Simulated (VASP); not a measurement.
# GaP in VASP: further runs

GaP is run at these levels: PBE; tasks: single point.

Program: VASP 6.6.1. These are calculated values, not measurements. Logs are shortened: lines on timing, memory, paths and dates and some standing lists are left out, and cuts for length are marked.

### Step 1. The cell of the first run

The cell holds a wire or tube with vacuum around it, 2 atoms: a = 9.000 Å, b = 9.300 Å, c = 4.291 Å, α = 90.00°, β = 90.00°, γ = 90.00°.

### Step 2. Single point, PBE, collinear spin

INCAR reads:

```
SYSTEM = GaP
PREC = Accurate
ENCUT = 520
EDIFF = 1E-7
ISMEAR = 0
SIGMA = 0.05
LREAL = .False.
LASPH = .True.
NELM = 150
ALGO = Normal
ISIF = 2
LWAVE = .False.
LCHARG = .True.
ISPIN = 2
MAGMOM = 0.5 0.5
LORBIT = 11
GGA = PE
LELF = .True.
LVHAR = .True.
NBANDS = 20
```

KPOINTS reads:

```
regular mesh
0
Gamma
  1 1 15
  0 0 0
```

POSCAR reads:

```
GaP
1.0
    9.0000000000      0.0000000000      0.0000000000
    0.0000000000      9.3000000000      0.0000000000
    0.0000000000      0.0000000000      4.2907802510
Ga P
1 1
Direct
    0.5000000000      0.5000000000      0.0000000000
    0.5000000000      0.5000000000      0.5000000000
```

Potentials or basis: VASP PAW PBE potentials, release 64 (Ga_d, P).

Started as:

```sh
$ cat potpaw_PBE.64/Ga_d/POTCAR potpaw_PBE.64/P/POTCAR > POTCAR
$ mpirun -np 1 vasp_std > vasp.out
```

OUTCAR:

```text
SYSTEM = GaP
   PREC = Accurate
   ENCUT = 520
   EDIFF = 1E-7
   ISMEAR = 0
   LREAL = .False.
   LASPH = .True.
   NELM = 150
   ISIF = 2
   ISPIN = 2
   LORBIT = 11
   GGA = PE

 ion  position               nearest neighbor table
   1  0.500  0.500  0.000-   2 2.15   2 2.15
   2  0.500  0.500  0.500-   1 2.15   1 2.15

  LATTYP: Found a simple orthorhombic cell.
 ALAT       =     4.2907802510
 B/A-ratio  =     2.0975206078
 C/A-ratio  =     2.1674379614

  Lattice vectors:

 A1 = (   0.0000000000,   0.0000000000,   4.2907802510)
 A2 = (   9.0000000000,   0.0000000000,   0.0000000000)
 A3 = (   0.0000000000,   9.3000000000,   0.0000000000)

Analysis of symmetry for initial positions (statically):
=====================================================================
 Subroutine PRICEL returns:
 Original cell was already a primitive cell.

 Routine SETGRP: Setting up the symmetry group for a
 simple orthorhombic supercell.

 Subroutine GETGRP returns: Found  8 space group operations
 (whereof  8 operations were pure point group operations)
 out of a pool of  8 trial point group operations.

The static configuration has the point symmetry D_2h.

Analysis of symmetry for dynamics (positions and initial velocities):
=====================================================================
 Subroutine PRICEL returns:
 Original cell was already a primitive cell.

 Routine SETGRP: Setting up the symmetry group for a
 simple orthorhombic supercell.

 Subroutine GETGRP returns: Found  8 space group operations
 (whereof  8 operations were pure point group operations)
 out of a pool of  8 trial point group operations.

The dynamic configuration has the point symmetry D_2h.

Analysis of structural, dynamic, and magnetic symmetry:
=====================================================================
 Subroutine PRICEL returns:
 Original cell was already a primitive cell.

 Routine SETGRP: Setting up the symmetry group for a
 simple orthorhombic supercell.

 Subroutine GETGRP returns: Found  8 space group operations
 (whereof  8 operations were pure point group operations)
 out of a pool of  8 trial point group operations.

The overall configuration has the point symmetry D_2h.

 Subroutine INISYM returns: Found  8 space group operations
 (whereof  8 operations are pure point group operations),
 and found     1 'primitive' translations

----------------------------------------------------------------------------------------

                                     Primitive cell

  volume of cell :     359.1383

  direct lattice vectors                    reciprocal lattice vectors
     9.000000000  0.000000000  0.000000000     0.111111111  0.000000000  0.000000000
     0.000000000  9.300000000  0.000000000     0.000000000  0.107526882  0.000000000
     0.000000000  0.000000000  4.290780251     0.000000000  0.000000000  0.233057845

  length of vectors
     9.000000000  9.300000000  4.290780251     0.111111111  0.107526882  0.233057845

  position of ions in fractional coordinates (direct lattice)
     0.500000000  0.500000000  0.000000000
     0.500000000  0.500000000  0.500000000

  ion indices of the primitive-cell ions
   primitive index   ion index
                 1           1
                 2           2

----------------------------------------------------------------------------------------

 KPOINTS: regular mesh

Automatic generation of k-mesh.
 Grid dimensions read from file:
 generate k-points for:    1    1   15

 Generating k-lattice:

  Cartesian coordinates                     Fractional coordinates (reciprocal lattice)
     0.111111111  0.000000000  0.000000000     1.000000000  0.000000000  0.000000000
     0.000000000  0.107526882  0.000000000     0.000000000  1.000000000  0.000000000
     0.000000000  0.000000000  0.015537190     0.000000000  0.000000000  0.066666667

  Length of vectors
     0.111111111  0.107526882  0.015537190

  Shift w.r.t. Gamma in fractional coordinates (k-lattice)
     0.000000000  0.000000000  0.000000000

 Subroutine IBZKPT returns following result:
 ===========================================

 Found      8 irreducible k-points:

 Following reciprocal coordinates:
            Coordinates               Weight
  0.000000  0.000000  0.000000      1.000000
  0.000000  0.000000  0.066667      2.000000
  0.000000  0.000000  0.133333      2.000000
  0.000000  0.000000  0.200000      2.000000
  0.000000  0.000000  0.266667      2.000000
  0.000000  0.000000  0.333333      2.000000
  0.000000  0.000000  0.400000      2.000000
  0.000000  0.000000  0.466667      2.000000
   k-points           NKPTS =      8   k-points in BZ     NKDIM =      8   number of bands    NBANDS=     20
   number of dos      NEDOS =    301   number of ions     NIONS =      2
   total plane-waves  NPLWV = 156800
   dimension x,y,z NGX =    70 NGY =   70 NGZ =   32
   dimension x,y,z NGXF=   140 NGYF=  140 NGZF=   64
   ions per type =               1   1
   NGX,Y,Z   is equivalent  to a cutoff of  12.93, 12.51, 12.40 a.u.
   NGXF,Y,Z  is equivalent  to a cutoff of  25.86, 25.03, 24.80 a.u.
 SYSTEM =  GaP
   PREC   = accura    normal or accurate (medium, high low for compatibility)
   ISTART =      0    job   : 0-new  1-cont  2-samecut
   ICHARG =      2    charge: 1-file 2-atom 10-const
   ISPIN  =      2    spin polarized calculation?
   LNONCOLLINEAR =      F non collinear calculations
   LSORBIT =      F    spin-orbit coupling
   LASPH  =      T    aspherical Exc in radial PAW
   ENCUT  =  520.0 eV  38.22 Ry    6.18 a.u.  16.73 17.29  7.98*2*pi/ulx,y,z
   NELM   =    150;   NELMIN=  2; NELMDL= -5     # of ELM steps
   EDIFF  = 0.1E-06   stopping-criterion for ELM
   LREAL  =      F    real-space projection
   EDIFFG = 0.1E-05   stopping-criterion for IOM
   NSW    =      0    number of steps for IOM
   IBRION =     -1    ionic relax: 0-MD 1-quasi-New 2-CG
   NFREE  =      0    steps in history (QN), initial steepest desc. (CG)
   ISIF   =      2    stress and relaxation
   ISYM   =      2    0-nonsym 1-usesym 2-fastsym
   POTIM  = 0.5000    time-step for ionic-motion
   TEBEG  =    0.0;   TEEND  =   0.0 temperature during run
   PSTRESS=    0.0 pullay stress
   NELECT =      18.0000    total number of electrons
   NUPDOWN=      -1.0000    fix difference up-down
   EMIN   =  10.00;   EMAX   =-10.00  energy-range for DOS
   EFERMI =   0.00;   METHOD = LEGACY
   ISMEAR =     0;   SIGMA  =   0.05  broadening in eV -4-tet -1-fermi 0-gaus
   EFERMI_NEDOS =   21; number of points for ismear=-14 and -15
   IALGO  =     38    algorithm
   IMIX   =      4    mixing-type and parameters
     AMIX     =   0.40;   BMIX     =  1.00
     AMIX_MAG =   1.60;   BMIX_MAG =  1.00
  volume/ion in A,a.u.               =     179.57      1211.79
  Fermi-wavevector in a.u.,A,eV,Ry     =   0.603594  1.140628  4.956956  0.364326
  Thomas-Fermi vector in A             =   1.656634
   LORBIT       =     11    0 simple, 1 ext, 2 COOP (PROOUT), +10 PAW based schemes
   GGA     = PE    functional components
   LHFCALC =     F    Hartree Fock is set to
   AEXX    =    0.0000 exact exchange contribution
   IVDW    =     0    specifies the selected vdW correction
   LEPSILON=     F    determine dielectric tensor
   LRPA    =     F    only Hartree local field effects (RPA)
 spin polarized calculation
 Gauss-broadening in eV      SIGMA  =   0.05
  energy-cutoff  :      520.00
  volume of cell :      359.14
 maximum number of plane-waves:      9702
 NGX is ok and might be reduce to    70
   NGX = 33   NGY = 35   NGZ = 15

 number of electron      18.0000008 magnetization       0.3999948

 Free energy of the ion-electron system (eV)
  ---------------------------------------------------
  ext. energy  EPLUGINS =         0.00000000
  ---------------------------------------------------
  free energy    TOTEN  =        -5.98028171 eV

  energy without entropy =       -5.97640557  energy(sigma->0) =       -5.97834364

 E-fermi :  -4.2968     XC(G=0):  -2.2873

 val. band max:       -4.2977021001   @ k =   0.0000   0.0000   0.4000
 cond. band min:      -4.2966905050   @ k =   0.0000   0.0000   0.4000
 fundamental gap:      0.0010115951
 Fermi energy:        -4.2967937906

 spin component 1

 k-point     1 :       0.0000    0.0000    0.0000
  band No.  band energies     occupation
      1     -19.5435      1.00000
      2     -19.1177      1.00000
      3     -19.1176      1.00000
      4     -19.0949      1.00000
      5     -19.0949      1.00000
      6     -14.3614      1.00000
[... 12 lines left out ...]
     19       4.1473      0.00000
     20       4.2515      0.00000

 k-point     2 :       0.0000    0.0000    0.0667
  band No.  band energies     occupation
      1     -19.5366      1.00000
      2     -19.1181      1.00000
      3     -19.1180      1.00000
      4     -19.0948      1.00000
      5     -19.0948      1.00000
      6     -14.3467      1.00000
[... 12 lines left out ...]
     19       4.0772      0.00000
     20       4.1538      0.00000

 k-point     3 :       0.0000    0.0000    0.1333
  band No.  band energies     occupation
      1     -19.5170      1.00000
      2     -19.1193      1.00000
      3     -19.1192      1.00000
      4     -19.0948      1.00000
      5     -19.0948      1.00000
      6     -14.3029      1.00000
[... 12 lines left out ...]
     19       4.1377      0.00000
     20       4.2135      0.00000

 k-point     4 :       0.0000    0.0000    0.2000
  band No.  band energies     occupation
      1     -19.4878      1.00000
      2     -19.1211      1.00000
      3     -19.1209      1.00000
      4     -19.0947      1.00000
      5     -19.0947      1.00000
      6     -14.2320      1.00000
[... 58 lines left out ...]
     19       3.6855      0.00000
     20       4.7544      0.00000

 k-point     7 :       0.0000    0.0000    0.4000
  band No.  band energies     occupation
      1     -19.3951      1.00000
      2     -19.1265      1.00000
      3     -19.1264      1.00000
      4     -19.0944      1.00000
      5     -19.0944      1.00000
      6     -13.9356      1.00000
[... 12 lines left out ...]
     19       3.6221      0.00000
     20       4.1458      0.00000

 k-point     8 :       0.0000    0.0000    0.4667
  band No.  band energies     occupation
      1     -19.3808      1.00000
      2     -19.1273      1.00000
      3     -19.1272      1.00000
      4     -19.0944      1.00000
      5     -19.0944      1.00000
      6     -13.8744      1.00000
[... 12 lines left out ...]
     19       3.7692      0.00000
     20       3.8984      0.00000
 Fermi energy:        -4.2967937906

 spin component 2

 k-point     1 :       0.0000    0.0000    0.0000
  band No.  band energies     occupation
      1     -19.5332      1.00000
      2     -19.1114      1.00000
      3     -19.1113      1.00000
      4     -19.0975      1.00000
      5     -19.0975      1.00000
      6     -14.1489      1.00000
[... 12 lines left out ...]
     19       4.1749      0.00000
     20       4.2818      0.00000

 k-point     2 :       0.0000    0.0000    0.0667
  band No.  band energies     occupation
      1     -19.5267      1.00000
      2     -19.1118      1.00000
      3     -19.1117      1.00000
      4     -19.0975      1.00000
      5     -19.0975      1.00000
      6     -14.1321      1.00000
[... 12 lines left out ...]
     19       4.1225      0.00000
     20       4.2076      0.00000

 k-point     3 :       0.0000    0.0000    0.1333
  band No.  band energies     occupation
      1     -19.5084      1.00000
      2     -19.1129      1.00000
      3     -19.1128      1.00000
      4     -19.0974      1.00000
      5     -19.0974      1.00000
      6     -14.0822      1.00000
[... 12 lines left out ...]
     19       4.1803      0.00000
     20       4.2620      0.00000

 k-point     4 :       0.0000    0.0000    0.2000
  band No.  band energies     occupation
      1     -19.4811      1.00000
      2     -19.1145      1.00000
      3     -19.1145      1.00000
      4     -19.0973      1.00000
      5     -19.0973      1.00000
      6     -14.0009      1.00000
[... 61 lines left out ...]
 k-point     7 :       0.0000    0.0000    0.4000
  band No.  band energies     occupation
      1     -19.3948      1.00000
      2     -19.1196      1.00000
      3     -19.1195      1.00000
      4     -19.0971      1.00000
      5     -19.0971      1.00000
      6     -13.6514      1.00000
[... 12 lines left out ...]
     19       3.6823      0.00000
     20       4.2025      0.00000

 k-point     8 :       0.0000    0.0000    0.4667
  band No.  band energies     occupation
      1     -19.3815      1.00000
      2     -19.1204      1.00000
      3     -19.1203      1.00000
      4     -19.0970      1.00000
      5     -19.0970      1.00000
      6     -13.5761      1.00000
[... 12 lines left out ...]
     19       3.8267      0.00000
     20       3.9570      0.00000

------------------------ aborting loop because EDIFF is reached ----------------------------------------

  FORCE on cell =-STRESS in cart. coord.  units (eV):
  Direction    XX          YY          ZZ          XY          YZ          ZX
  --------------------------------------------------------------------------------------
  -------------------------------------------------------------------------------------
  Total        0.0265993      0.0190192      2.9795450      0.0000000      0.0000000      0.0000000
  in kB        0.1186642      0.0848479     13.2922591      0.0000000      0.0000000      0.0000000
  external PRESSURE =       4.4985904 kB  Pullay stress =       0.0000000 kB

 VOLUME and BASIS-vectors are now :
 -----------------------------------------------------------------------------
  energy-cutoff  :      520.00
  volume of cell :      359.14
      direct lattice vectors                 reciprocal lattice vectors
     9.000000000  0.000000000  0.000000000     0.111111111  0.000000000  0.000000000
     0.000000000  9.300000000  0.000000000     0.000000000  0.107526882  0.000000000
     0.000000000  0.000000000  4.290780251     0.000000000  0.000000000  0.233057845

 POSITION                                       TOTAL-FORCE (eV/Angst)
 -----------------------------------------------------------------------------------
      4.50000      4.65000      0.00000         0.000000      0.000000      0.000000
      4.50000      4.65000      2.14539         0.000000      0.000000      0.000000
 -----------------------------------------------------------------------------------
    total drift:                                0.000000      0.000000      0.000000

  FREE ENERGIE OF THE ION-ELECTRON SYSTEM (eV)
  ---------------------------------------------------
  free  energy   TOTEN  =        -5.9802817098 eV

  energy  without entropy=       -5.9764055715  energy(sigma->0) =       -5.97834364

 total charge

# of ion       s       p       d       tot
------------------------------------------
    1        1.007   0.683   9.977  11.667
    2        1.053   1.466   0.000   2.519
--------------------------------------------------
tot          2.060   2.149   9.977  14.186

 magnetization (x)

# of ion       s       p       d       tot
------------------------------------------
    1       -0.005  -0.021   0.013  -0.013
    2        0.007   0.173   0.000   0.180
--------------------------------------------------
tot          0.002   0.152   0.013   0.167
```

Run time: 93 s. Hardware: 1 thread of Intel Xeon 6975P-C (Granite Rapids), shared host; peak memory 0.54 GiB.

Results:

| Property | Result |
| --- | --- |
| Free energy | -5.9803 eV |
| Net moment | 0.40 μB per cell |
| Site moments | Ga -0.01; P +0.18 μB |
| Valence electrons inside the program's atomic spheres | Ga 11.67; P 2.52 |

### Step 3. Single point, PBE, collinear spin

This run uses another cell than the first one.

INCAR reads:

```
SYSTEM = GaP
ALGO = Normal
EDIFF = 1E-6
ENCUT = 520
GGA = PE
ISIF = 2
ISMEAR = 0
ISPIN = 2
LASPH = .TRUE.
LCHARG = .TRUE.
LELF = .TRUE.
LORBIT = 11
LREAL = .FALSE.
LVHAR = .TRUE.
LWAVE = .FALSE.
MAGMOM = 0.5 0.5
NBANDS = 20
NELM = 150
PREC = Accurate
SIGMA = 0.05
```

KPOINTS reads:

```
k-points
0
G
  1 1 15
  0 0 0
```

POSCAR: that of step 2 with these lines changed.

```diff
@@ -4,3 +4,3 @@
     0.0000000000      9.3000000000      0.0000000000
-    0.0000000000      0.0000000000      4.2907802510
+    0.0000000000      0.0000000000      4.3840966513
 Ga P
```

Potentials or basis: VASP PAW PBE potentials, release 64 (Ga_d, P).

Started as:

```sh
$ cat potpaw_PBE.64/Ga_d/POTCAR potpaw_PBE.64/P/POTCAR > POTCAR
$ mpirun -np 1 vasp_std > vasp.out
```

It took 2.4 min on 1 thread of Intel Xeon 6975P-C (Granite Rapids), shared host; peak memory 0.56 GiB.

It converged, with:

```yaml
Free_energy: -6.0115 eV
Net_moment: 0.40 μB per cell
Site_moments: Ga -0.02; P +0.18 μB
Valence_electrons_inside_the_program's_atomic_spheres: Ga 11.60; P 2.49
```

Levels at points of the mesh, in eV from the Fermi level:
Spin up:
| k point | band 5 | band 6 | band 7 | band 8 | band 9 | band 10 | band 11 | band 12 | band 13 | band 14 |
| --- | --- | --- | --- | --- | --- | --- | --- | --- | --- | --- |
| (0.00, 0.00, 0.00) | -14.89 | -10.00 | -3.30 | -1.30 | -1.30 | -0.98 | 4.22 | 5.18 | 5.21 | 5.52 |
Spin down:
```
           k point  band 6  band 7  band 8  band 9  band 10  band 11  band 12  band 13
(0.00, 0.00, 0.00)   -9.78   -3.21   -1.02   -1.02    -0.85     4.25     5.32     5.35
```

### Step 4. Single point, PBE, collinear spin

This run uses another cell than the first one.

INCAR reads:

```
PREC = Accurate
ENCUT = 520
EDIFF = 1E-7
ISMEAR = 0
SIGMA = 0.05
LREAL = F
LASPH = T
NELM = 150
ALGO = Normal
ISIF = 2
LWAVE = F
LCHARG = F
ISPIN = 2
MAGMOM = 0.5 0.5
LORBIT = 11
GGA = PE
NBANDS = 20
```

KPOINTS reads:

```
regular mesh
0
Gamma
  1 1 15
```

POSCAR reads:

```
GaP
1.0
    9.0000000000      0.0000000000      0.0000000000
    0.0000000000      9.3000000000      0.0000000000
    0.0000000000      0.0000000000      4.3848150324
Ga P
1 1
Direct
    0.5000000000      0.5000000000     -0.0175064176
    0.5000000000      0.5000000000      0.4825064176
```

Started as:

```sh
$ cat potpaw_PBE.64/Ga_d/POTCAR potpaw_PBE.64/P/POTCAR > POTCAR
$ mpirun -np 1 vasp_std > vasp.out
```

Run time: 2.3 min. Hardware: 1 thread of Intel Xeon 6975P-C (Granite Rapids), shared host; peak memory 0.56 GiB.

It converged, with:

```yaml
Free_energy: -6.0115 eV
Net_moment: 0.40 μB per cell
Site_moments: Ga -0.02; P +0.18 μB
Valence_electrons_inside_the_program's_atomic_spheres: Ga 11.60; P 2.49
```

Levels at points of the mesh, in eV from the Fermi level:
Spin up:
| k point | band 6 | band 7 | band 8 | band 9 | band 10 | band 11 | band 12 | band 13 |
| --- | --- | --- | --- | --- | --- | --- | --- | --- |
| (0.00, 0.00, 0.00) | -10.00 | -3.30 | -1.30 | -1.30 | -0.98 | 4.22 | 5.18 | 5.21 |
Spin down:
```csv
k point,band 6,band 7,band 8,band 9,band 10,band 11,band 12,band 13
"(0.00, 0.00, 0.00)",-9.78,-3.21,-1.02,-1.02,-0.86,4.25,5.32,5.34
```

### Step 5. Summary

```tsv
cell	gap on the mesh (eV)	moment (μB)
a = 9.000, b = 9.300, c = 4.291 Å, 2 atoms	none	0.40
a = 9.000, b = 9.300, c = 4.384 Å, 2 atoms	none	0.40
a = 9.000, b = 9.300, c = 4.385 Å, 2 atoms	none	0.40
```

Alike in all rows: task single point; level PBE; potentials or basis VASP PAW PBE potentials, release 64 (Ga_d, P); spin collinear; k mesh 1 × 1 × 15; cutoff (eV) 520; smearing gaussian 0.05 eV.

Absolute energies hang on the potentials; compare differences alone.
